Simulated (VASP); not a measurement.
Re:

```
Re
1.0
     2.76639    0.00000    0.00000
    -1.38319    2.39576    0.00000
     0.00000    0.00000    8.93885
Re
4
Direct
  0.66667 0.33333 0.75000
  0.00000 0.00000 0.50000
  0.33333 0.66667 0.25000
  0.00000 0.00000 0.00000
```

```yaml
Program: VASP 6.6.1
Task: relaxation of cell and atoms
Functional: revPBE
Dispersion: D4
Potentials_or_basis: VASP PAW PBE potentials, release 64 (Re)
Cutoff: 600 eV
k_mesh: 11 × 11 × 3
Occupations: fermi-dirac, width 0.05 eV
Spin: no spin polarisation
```

At the start: pressure -4.9 GPa; volume 14.81 Å³/atom.

Where does the relaxation end?

Over 7 steps the energy falls by 3.0 meV/atom and the volume is 14.62 Å³/atom (-1.3 %); space group P6_3/mmc (No. 194, to 0.05 Å).

The path:
| step | energy change (eV) | largest force (eV/Å) | pressure (GPa) | volume (Å³) |
| --- | --- | --- | --- | --- |
| 1 | 0.0000 | 0.0000 | -4.91 | 59.24 |
| 2 | 0.2030 | 0.0000 | 23.71 | 55.43 |
| 3 | -0.0119 | 0.0000 | -0.10 | 58.50 |
| 4 | -0.0119 | 0.0000 | -0.01 | 58.49 |
| 5 | -0.0119 | 0.0000 | 0.10 | 58.47 |
| 6 | -0.0119 | 0.0000 | -0.31 | 58.53 |
| 7 | -0.0119 | 0.0000 | -0.03 | 58.49 |

Final structure:
```
Re
1.0
     2.75394    0.00000    0.00000
    -1.37697    2.38498    0.00000
     0.00000    0.00000    8.90504
Re
4
Direct
  0.66667 0.33333 0.75000
  0.00000 0.00000 0.50000
  0.33333 0.66667 0.25000
  0.00000 0.00000 0.00000
```

Caveat: the PAW data sets were made with another functional, which shifts forces and pressure a little.
